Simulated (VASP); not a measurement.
TiAl, 2 atoms in the cell. Symmetry: Pm-3m, No. 221, cubic system. The conventional cell has a = 3.241 Å, b = 3.241 Å, c = 3.241 Å, α = 90.00°, β = 90.00°, γ = 90.00°. Within 3.7 Å of Ti (site symmetry m-3m) lie 8 Al at 2.81 Å and 6 Ti at 3.24 Å. Within 3.7 Å of Al (site symmetry m-3m) lie 8 Ti at 2.81 Å and 6 Al at 3.24 Å.  This cell differs from its parent crystal: volume scaled by 1.06.

| Property | Result |
| --- | --- |
| Program | VASP 6.6.1 |
| Task | single point |
| Functional | PBE |
| Potentials or basis | VASP PAW PBE potentials, release 64 (Ti_sv, Al) |
| Cutoff | 520 eV |
| k mesh | 8 × 8 × 8 |
| Occupations | fermi-dirac, width 0.05 eV |
| Spin | no spin polarisation |
| Dipole correction | no |
| Further INCAR settings | ALGO = Fast; EDIFF = 1e-06; NBANDS = 14 |

Potentials or basis: VASP PAW PBE potentials, release 64 (Ti_sv, Al).

The run is started by

```console
$ cat potpaw_PBE.64/Ti_sv/POTCAR potpaw_PBE.64/Al/POTCAR > POTCAR
$ mpirun -np 1 vasp_std > vasp.out
```

Hardware: 1 thread of Intel(R) Xeon(R) 6975P-C (Granite Rapids), with other jobs on the host.

Estimate the wall time of this run.

Wall time 8.5 s on 1 thread of Intel(R) Xeon(R) 6975P-C (Granite Rapids) (shared host), peak memory 0.14 GiB. Counts: scf iterations 25, k points 35.
